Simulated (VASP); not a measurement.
Si3N4:

```xyz
14
Lattice="0.0000 3.8382 3.8382 3.8382 0.0000 3.8382 3.8382 3.8382 0.0000" Properties=species:S:1:pos:R:3 pbc="T T T"
Si    4.7978    4.7978    4.7978
Si    4.7978    2.8787    2.8787
Si    2.8787    2.8787    4.7978
Si    2.8787    4.7978    2.8787
Si    0.0000    0.0000    0.0000
Si    1.9191    1.9191    1.9191
N     2.9355    2.9355    2.9355
N     6.6601    4.8546    4.8546
N     4.7410    4.7410    2.9355
N     4.8546    6.6601    4.8546
N     2.9355    4.7410    4.7410
N     6.6601    6.6601    6.6601
N     4.7410    2.9355    4.7410
N     4.8546    4.8546    6.6601
```

| Property | Result |
| --- | --- |
| Program | VASP 6.6.1 |
| Task | relaxation of cell and atoms |
| Functional | PBE |
| Potentials or basis | VASP PAW PBE potentials, release 64 (Si, N) |
| Cutoff | 600 eV |
| k mesh | 6 × 6 × 6 |
| Occupations | gaussian, width 0.01 eV |
| Spin | no spin polarisation |

At the start: pressure 13.8 GPa; volume 8.08 Å³/atom.

Question: How do energy, volume and symmetry change on relaxing?

Answer: Over 11 steps the energy falls by 14.6 meV/atom and the volume is 8.43 Å³/atom (+4.4 %); space group Fd-3m (No. 227, to 0.1 Å) before and after.

Step by step:
| step | energy change (eV) | largest force (eV/Å) | pressure (GPa) | volume (Å³) |
| --- | --- | --- | --- | --- |
| 1 | 0.0000 | 0.1280 | 13.81 | 113.09 |
| 2 | 0.1452 | 0.4600 | -15.02 | 124.87 |
| 3 | -0.2028 | 0.1513 | -0.06 | 118.01 |
| 4 | -0.2029 | 0.1462 | 0.19 | 117.91 |
| 5 | -0.2034 | 0.1298 | 0.00 | 118.08 |
| 6 | -0.2049 | 0.0009 | 0.09 | 118.00 |
| 7 | -0.2049 | 0.0040 | 0.09 | 118.00 |
| 8 | -0.2049 | 0.0014 | -0.08 | 118.07 |
| 9 | -0.2049 | 0.0030 | -0.01 | 118.04 |
| 10 | -0.2049 | 0.0031 | 0.00 | 118.03 |
| 11 | -0.2049 | 0.0014 | 0.00 | 118.03 |

Final structure:
```
Si N
1.0
     0.00000    3.89336    3.89336
     3.89336    0.00000    3.89336
     3.89336    3.89336    0.00000
Si N
6 8
Cartesian
  4.8667 4.8667 4.8667
  4.8667 2.9200 2.9200
  2.9200 2.9200 4.8667
  2.9200 4.8667 2.9200
  0.0000 0.0000 0.0000
  1.9467 1.9467 1.9467
  2.9780 2.9780 2.9780
  6.7555 4.9246 4.9246
  4.8088 4.8088 2.9780
  4.9246 6.7555 4.9246
  2.9780 4.8088 4.8088
  6.7555 6.7555 6.7555
  4.8088 2.9780 4.8088
  4.9246 4.9246 6.7555
```
